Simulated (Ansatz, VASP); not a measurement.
One calculation of NaSnF3, two programs

POSCAR

```
NaSnF3
1.0
    4.4474081461      0.0000000000      0.0000000000
    0.0000000000      4.4474081461      0.0000000000
    0.0000000000      0.0000000000      4.7304087768
Na Sn F
1 1 3
Direct
    0.0000000000      0.0000000000      0.0000000000
    0.5000000000      0.5000000000      0.5000000000
    0.5000000000      0.5000000000      0.0000000000
    0.5000000000      0.0000000000      0.5000000000
    0.0000000000      0.5000000000      0.5000000000
```

INCAR.step1

```
  PREC = Accurate
  ENCUT = 520
  ISMEAR = 0
  SIGMA = 0.01
  LREAL = False
  LASPH = True
  NELM = 80
  NBANDS = 29
  GGA = PE
  ALGO = Normal
  EDIFF = 1E-4
  LWAVE = True
  LCHARG = False
```

Contents of INCAR.step2:

```
  PREC = Accurate
  ENCUT = 520
  EDIFF = 1E-6
  ISMEAR = 0
  SIGMA = 0.01
  LREAL = False
  LASPH = True
  NELM = 80
  ALGO = Normal
  ISIF = 2
  LWAVE = False
  LCHARG = False
  METAGGA = R2SCAN
  LMIXTAU = True
  NBANDS = 29
  ISTART = 1
```

Contents of KPOINTS:

```
Automatic mesh
0
Gamma
  6 6 6
```

Input for Ansatz:

```yaml
crystal:
  lattice:
    - [4.4474081461, 0.0, 0.0]
    - [0.0, 4.4474081461, 0.0]
    - [0.0, 0.0, 4.7304087768]
  atoms:
    - { symbol: Na, position: [0.0, 0.0, 0.0] }
    - { symbol: Sn, position: [0.5, 0.5, 0.5] }
    - { symbol: F, position: [0.5, 0.5, 0.0] }
    - { symbol: F, position: [0.5, 0.0, 0.5] }
    - { symbol: F, position: [0.0, 0.5, 0.5] }
kpoints:
  mp_grid: { grid: [6, 6, 6] }
  band_path:
    path:
      - [0.0, 0.0, 0.0]
      - [0.0, 0.5, 0.0]
      - [0.5, 0.5, 0.0]
      - [0.5, 0.5, 0.5]
      - [0.0, 0.0, 0.5]
    npoints: 1
hamiltonian:
  xc: r2scan
scf:
  occupations: { method: fixed }
  n_extra_bands: 5
output:
  forces: true
  stress: true
  eigenvalues: true
```

Change from the starting cell: epitaxial_xy strain -4.0%.

Alike in both runs: task single point; functional r2SCAN; k mesh 6 × 6 × 6; no spin polarisation.

|  | VASP | Ansatz |
| --- | --- | --- |
| version | VASP 6.6.1 | Ansatz 0.2.0 |
| potentials or method | VASP PAW PBE potentials, release 64 (Na_pv, Sn_d, F) | plane waves, PAW |
| plane-wave cutoff (eV) | 520 | 500 |
| occupations | gaussian, width 0.01 eV | fixed |
| valence electrons in the cell | 42 | 44 |

|  | VASP | Ansatz | Ansatz less VASP |
| --- | --- | --- | --- |
| gap on the k mesh at the Fermi level (eV) | 0.48 | 0.47 | -0.008 |
| pressure (GPa) | 3.7 | 3.5 | -0.14 |
| traceless stress, the component that is largest in VASP (GPa) | -3.66 | -3.51 | +0.146 |

VASP's potentials were made for PBE, not for r2SCAN. VASP's potentials hold 42 valence electrons a cell and Ansatz's 44, so a difference there can come from the potentials and not from the codes.
